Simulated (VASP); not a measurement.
Os: single point with LDA

The system is Os.

```xyz
2
Lattice="2.7140 0.0000 0.0000 -1.3570 2.3504 0.0000 0.0000 0.0000 4.2937" Properties=species:S:1:pos:R:3 pbc="T T T"
Os    0.0000    1.5670    3.2203
Os    1.3570    0.7835    1.0734
```

```
Program                : VASP 6.6.1
Task                   : single point
Functional             : LDA
Potentials or basis    : VASP PAW LDA potentials, release 64 (Os)
Cutoff                 : 520 eV
k mesh                 : 18 × 18 × 10
Occupations            : gaussian, width 0.05 eV
Spin                   : no spin polarisation
Dipole correction      : no
Further INCAR settings : ALGO = Normal; EDIFF = 1e-06; NBANDS = 15
```

The pressure is 1.1 GPa and the band gap on the k mesh is zero (band 8 reaches 11.83 eV, above the bottom of band 9 at 7.75 eV).

Stress tensor (GPa, compression positive):
```
1.12 0.00 0.00
0.00 1.12 0.00
0.00 0.00 1.00
```

Levels at points of the mesh, in eV from the Fermi level:
```csv
k point,band 5,band 6,band 7,band 8,band 9,band 10,band 11,band 12
"(0.00, 0.00, 0.00)",-2.91,-2.29,-2.29,-1.60,-1.60,0.14,1.74,1.74
"(0.50, 0.00, 0.00)",-2.88,-2.62,-1.93,2.12,2.70,2.81,4.59,5.93
"(0.00, 0.00, 0.50)",-3.35,-3.35,-3.35,-3.35,0.92,0.92,0.92,0.92
"(0.50, 0.00, 0.50)",-1.24,-1.24,-0.08,-0.08,2.46,2.46,3.44,3.44
```

Wall time 98 s on 1 thread of Oxide Virtual Turin-like Processor (shared host), peak memory 0.15 GiB.

Caveat: spin-orbit coupling is left out, which moves the levels of the heavy elements.
